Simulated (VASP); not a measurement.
Write the native input for VASP 6.6.1 that does the following.

| Property | Result |
| --- | --- |
| Task | relaxation of cell and atoms |
| Functional | PBE |
| Potentials or basis | VASP PAW PBE potentials, release 64 (Si, Pd, W_sv) |
| Cutoff | 600 eV |
| k mesh | 4 × 4 × 3 |
| Occupations | gaussian, width 0.2 eV |
| Spin | no spin polarisation |
| Dipole correction | no |
| Further INCAR settings | ALGO = Normal; EDIFF = 1e-07; IBRION = 2; EDIFFG = -0.08; NSW = 36; ISIF = 3 |

The structure of Si5PdW lies in POSCAR:

```
Si5PdW
1.0
    3.7873894700      0.0000000000      0.0000000000
    0.0000000000      3.7873894700      0.0000000000
    0.0000000000      0.0000000000      6.5573415000
Si Pd W
5 1 1
Direct
    0.5000000000      0.0000000000      0.8144789900
    0.5000000000      0.0000000000      0.1855210100
    0.0000000000      0.5000000000      0.8144789900
    0.0000000000      0.5000000000      0.1855210100
    0.0000000000      0.0000000000      0.5000000000
    0.0000000000      0.0000000000      0.0000000000
    0.5000000000      0.5000000000      0.5000000000
```

The cell was built from a structure type or drawn by symmetry, and may not be a known phase.

These files were run (other wordings do the same):

INCAR

```
SYSTEM = Si5PdW
  PREC = Accurate
  ENCUT = 600
  EDIFF = 1E-7
  ISMEAR = 0
  SIGMA = 0.2
  LREAL = .False.
  LASPH = .True.
  NELM = 100
  ALGO = Normal
  ISIF = 3
  LWAVE = .False.
  LCHARG = .False.
  GGA = PE
  IBRION = 2
  NSW = 36
  EDIFFG = -0.08
```

KPOINTS

```
regular mesh
0
Gamma
  4 4 3
  0 0 0
```

Potentials or basis: VASP PAW PBE potentials, release 64 (Si, Pd, W_sv).

Command:

```console
$ cat potpaw_PBE.64/Si/POTCAR potpaw_PBE.64/Pd/POTCAR potpaw_PBE.64/W_sv/POTCAR > POTCAR
$ mpirun -np 1 vasp_std > vasp.out
```

It gave:

```json
{"Relaxed volume": "15.04 Å³/atom", "Relaxed cell": "a = 3.847 Å, b = 3.847 Å, c = 7.115 Å, α = 90.00°, β = 90.00°, γ = 90.00°", "Space group after relaxing (to 0.1 Å)": "P4/mmm (No. 123)", "Energy gained by relaxing": "524.1 meV/atom", "Ionic steps": "10", "Pressure after relaxing": "-0.1 GPa", "Largest force after relaxing": "0.079 eV/Å", "Band gap on the k mesh": "zero (bands 22 and 23 overlap by 0.99 eV)"}
```

Caveat: the k points lie up to 0.41 Å⁻¹ apart in the final cell, too coarse for converged energies and pressures of a metal; spin-orbit coupling is left out, which moves the levels of the heavy elements; the relaxation stopped at a loose force limit of 0.08 eV/Å, so its end isn't a converged minimum.

Wall time 9.8 min on 1 thread of Intel Xeon 8259CL, with other jobs on the host, peak memory 0.25 GiB.
